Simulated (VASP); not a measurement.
# FeGe (P2_13) in VASP: notebook, part 2 of 2

VASP 6.6.1.

**3. Single point, LDA (12.97 Å³/atom)**

This run uses another cell than the first one, of 12.97 Å³/atom.

INCAR reads:

```
ALGO = Normal ; EDIFF = 1E-7
ENCUT = 520 ; ISIF = 2
ISMEAR = 0 ; LASPH = True
LCHARG = False ; LREAL = False
LWAVE = False ; NBANDS = 54
NELM = 100 ; PREC = Accurate
SIGMA = 0.03
```

KPOINTS reads:

```
k-points
0
Gamma
  10 10 10
```

POSCAR reads:

```
FeGe
1.0
    4.6995000000      0.0000000000      0.0000000000
    0.0000000000      4.6995000000      0.0000000000
    0.0000000000      0.0000000000      4.6995000000
Fe Ge
4 4
Direct
    0.1265332384      0.1265332384      0.1265332384
    0.3734667616      0.8734667616      0.6265332384
    0.6265332384      0.3734667616      0.8734667616
    0.8734667616      0.6265332384      0.3734667616
    0.8350867980      0.8350867980      0.8350867980
    0.6649132020      0.1649132020      0.3350867980
    0.3350867980      0.6649132020      0.1649132020
    0.1649132020      0.3350867980      0.6649132020
```

Potentials or basis: VASP PAW LDA potentials, release 64 (Fe, Ge_d).

Run with:

```sh
> cat potpaw_LDA.64/Fe/POTCAR potpaw_LDA.64/Ge_d/POTCAR > POTCAR
> mpirun -np 1 vasp_std > vasp.out
```

OUTCAR:

```text
EDIFF = 1E-7
   ENCUT = 520
   ISIF = 2
   ISMEAR = 0
   LASPH = True
   LREAL = False
   NELM = 100
   PREC = Accurate

 ion  position               nearest neighbor table
   1  0.127  0.127  0.127-   5 2.37   6 2.39   7 2.39   8 2.39   7 2.72   8 2.72   6 2.72   3 2.88
                             4 2.88   2 2.88   2 2.88   4 2.88   3 2.88
   2  0.373  0.873  0.627-   6 2.37   5 2.39   7 2.39   8 2.39   7 2.72   8 2.72   5 2.72   1 2.88
                             1 2.88   3 2.88   3 2.88   4 2.88   4 2.88
   3  0.627  0.373  0.873-   7 2.37   6 2.39   5 2.39   8 2.39   8 2.72   6 2.72   5 2.72   1 2.88
                             4 2.88   2 2.88   2 2.88   4 2.88   1 2.88
   4  0.873  0.627  0.373-   8 2.37   6 2.39   7 2.39   5 2.39   6 2.72   5 2.72   7 2.72   1 2.88
                             3 2.88   2 2.88   1 2.88   2 2.88   3 2.88
   5  0.835  0.835  0.835-   1 2.37   2 2.39   3 2.39   4 2.39   3 2.72   4 2.72   2 2.72
   6  0.665  0.165  0.335-   2 2.37   1 2.39   3 2.39   4 2.39   3 2.72   4 2.72   1 2.72
   7  0.335  0.665  0.165-   3 2.37   2 2.39   1 2.39   4 2.39   4 2.72   2 2.72   1 2.72
   8  0.165  0.335  0.665-   4 2.37   2 2.39   3 2.39   1 2.39   2 2.72   1 2.72   3 2.72

  LATTYP: Found a simple cubic cell.
 ALAT       =     4.6995000000

  Lattice vectors:

 A1 = (   4.6995000000,   0.0000000000,   0.0000000000)
 A2 = (   0.0000000000,   4.6995000000,   0.0000000000)
 A3 = (   0.0000000000,   0.0000000000,   4.6995000000)

Analysis of symmetry for initial positions (statically):
=====================================================================
 Subroutine PRICEL returns:
 Original cell was already a primitive cell.

 Routine SETGRP: Setting up the symmetry group for a
 simple cubic supercell.

 Subroutine GETGRP returns: Found 12 space group operations
 (whereof  3 operations were pure point group operations)
 out of a pool of 48 trial point group operations.

The static configuration has the point symmetry C_3 .
 The point group associated with its full space group is T   .

Analysis of symmetry for dynamics (positions and initial velocities):
[... 152 lines left out ...]
   IVDW    =     0    specifies the selected vdW correction
   LEPSILON=     F    determine dielectric tensor
   LRPA    =     F    only Hartree local field effects (RPA)
 non-spin polarized calculation
 Gauss-broadening in eV      SIGMA  =   0.03
  energy-cutoff  :      520.00
  volume of cell :      103.79
 maximum number of plane-waves:      2826
   NGX = 17   NGY = 17   NGZ = 17

 number of electron      88.0000069 magnetization

 Free energy of the ion-electron system (eV)
  ---------------------------------------------------
  ext. energy  EPLUGINS =         0.00000000
  ---------------------------------------------------
  free energy    TOTEN  =       -59.29076235 eV

  energy without entropy =      -59.29046186  energy(sigma->0) =      -59.29061210

 E-fermi :   7.5031     XC(G=0): -13.1255

 val. band max:        7.4669706107   @ k =   0.2000   0.0000   0.0000
 cond. band min:       7.5465084809   @ k =   0.3000   0.2000   0.0000
 fundamental gap:      0.0795378703
 Fermi energy:         7.5030859937

 k-point     1 :       0.0000    0.0000    0.0000
  band No.  band energies     occupation
      1     -17.0405      2.00000
      2     -17.0405      2.00000
      3     -17.0405      2.00000
      4     -17.0054      2.00000
      5     -17.0054      2.00000
      6     -17.0054      2.00000
[... 1357 lines left out ...]
     53      11.2374      0.00000
     54      11.7294      0.00000

 [... further k-points ...]

------------------------ aborting loop because EDIFF is reached ----------------------------------------

  FORCE on cell =-STRESS in cart. coord.  units (eV):
  Direction    XX          YY          ZZ          XY          YZ          ZX
  --------------------------------------------------------------------------------------
  -------------------------------------------------------------------------------------
  Total      -10.3563958    -10.3563958    -10.3563958      0.0000000      0.0000000      0.0000000
  in kB     -159.8690005   -159.8690005   -159.8690005      0.0000000      0.0000000      0.0000000
  external PRESSURE =    -159.8690005 kB  Pullay stress =       0.0000000 kB

 VOLUME and BASIS-vectors are now :
 -----------------------------------------------------------------------------
  energy-cutoff  :      520.00
  volume of cell :      103.79
      direct lattice vectors                 reciprocal lattice vectors
     4.699500000  0.000000000  0.000000000     0.212788595  0.000000000  0.000000000
     0.000000000  4.699500000  0.000000000     0.000000000  0.212788595  0.000000000
     0.000000000  0.000000000  4.699500000     0.000000000  0.000000000  0.212788595

 POSITION                                       TOTAL-FORCE (eV/Angst)
 -----------------------------------------------------------------------------------
      0.59464      0.59464      0.59464         0.022251      0.022251      0.022251
      1.75511      4.10486      2.94439        -0.022251     -0.022251      0.022251
      2.94439      1.75511      4.10486         0.022251     -0.022251     -0.022251
      4.10486      2.94439      1.75511        -0.022251      0.022251     -0.022251
      3.92449      3.92449      3.92449         0.006848      0.006848      0.006848
      3.12476      0.77501      1.57474        -0.006848     -0.006848      0.006848
      1.57474      3.12476      0.77501         0.006848     -0.006848     -0.006848
      0.77501      1.57474      3.12476        -0.006848      0.006848     -0.006848
 -----------------------------------------------------------------------------------
    total drift:                               -0.000000     -0.000000     -0.000000

  FREE ENERGIE OF THE ION-ELECTRON SYSTEM (eV)
  ---------------------------------------------------
  free  energy   TOTEN  =       -59.2907623494 eV

  energy  without entropy=      -59.2904618553  energy(sigma->0) =      -59.29061210
```

Wall time 3 min (1 thread of AMD EPYC 9R45 (Zen 5), shared host); peak memory 0.37 GiB.

Results:

```
Free energy            : -59.2908 eV
Pressure               : -16.0 GPa
Largest force          : 0.039 eV/Å
Band gap on the k mesh : 0.08 eV (least direct gap 0.12 eV)
```

Forces in eV/Å, atoms in the order of the input:
```
Fe   0.022  0.022  0.022
Fe  -0.022 -0.022  0.022
Fe   0.022 -0.022 -0.022
Fe  -0.022  0.022 -0.022
Ge   0.007  0.007  0.007
Ge  -0.007 -0.007  0.007
Ge   0.007 -0.007 -0.007
Ge  -0.007  0.007 -0.007
```

Caveat: the cell stands under tension.
